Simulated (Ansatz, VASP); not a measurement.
Two plane-wave programs on Na4H

```
Na H
1.0
     7.26651    0.00000    0.00000
    -2.42217    6.85093    0.00000
     0.00000    0.00000   20.96654
Na H
8 2
Direct
  0.25000 0.25000 0.19078
  0.25000 0.75000 0.19078
  0.75000 0.25000 0.19078
  0.75000 0.75000 0.19078
  0.00000 0.00000 0.33227
  0.00000 0.50000 0.33227
  0.50000 0.00000 0.33227
  0.50000 0.50000 0.33227
  0.89713 0.75000 0.41478
  0.10287 0.75000 0.41478
```

Alike in both runs: task single point; functional PBE; k mesh 4 × 4 × 1; occupations gaussian, width 0.1 eV; no spin polarisation.

|  | VASP | Ansatz |
| --- | --- | --- |
| version | VASP 6.6.1 | Ansatz 0.2.0 |
| potentials or method | VASP PAW PBE potentials, release 64 (Na_pv, H), cutoff 520 eV | scalar-relativistic, plane waves, PAW |
| valence electrons in the cell | 58 | 74 |

|  | VASP | Ansatz | Ansatz less VASP |
| --- | --- | --- | --- |
| gap on the k mesh at the Fermi level (eV) | none | none | - |
| rms of the force components (eV/Å) | 0.350 | 0.350 | -0.0006 |
| work function, face that differs most (eV) | 3.74 | 3.74 | 0.000 |

Atom by atom the forces differ by 0.001 eV/Å (rms over components). A gap of «none» marks a metal or a gap that the smearing closes. VASP's potentials hold 58 valence electrons a cell and Ansatz's 74, so a difference there can come from the potentials and not from the codes.
